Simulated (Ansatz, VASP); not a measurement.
# Two plane-wave programs on Al5N

```xyz
6
Lattice="2.7216 1.5713 4.2609 -2.7216 1.5713 4.2609 0.0000 -3.1427 4.2609" Properties=species:S:1:pos:R:3 pbc="T T T"
Al   -1.3819    0.7979    6.5446
Al    0.0000   -1.5957    6.5446
Al    1.3819    0.7979    6.5446
Al    0.0000    0.0000    9.5733
Al    0.0000    0.0000    4.4648
N     0.0000    0.0000    7.6541
```

Alike in both runs: functional PBE; k mesh 12 × 12 × 12; occupations gaussian, width 0.1 eV; no spin polarisation.

Ansatz relaxed the structure, and its values are those at the end. VASP's run is a single point on that final structure, the one shown.

```csv
,VASP,Ansatz
version,VASP 6.6.1,Ansatz 0.2.0
potentials or method,"VASP PAW PBE potentials, release 64 (Al, N), cutoff 520 eV","scalar-relativistic, plane waves, PAW"
valence electrons in the cell,20,20
```

Ansatz gave:

```
gap on the k mesh at the Fermi level (eV) : none
pressure (GPa)                            : 0.0
```

Question: Which values does VASP return?

Answer: gap on the k mesh at the Fermi level (eV): none; pressure (GPa): -0.1.

A gap of «none» marks a metal or a gap that the smearing closes.
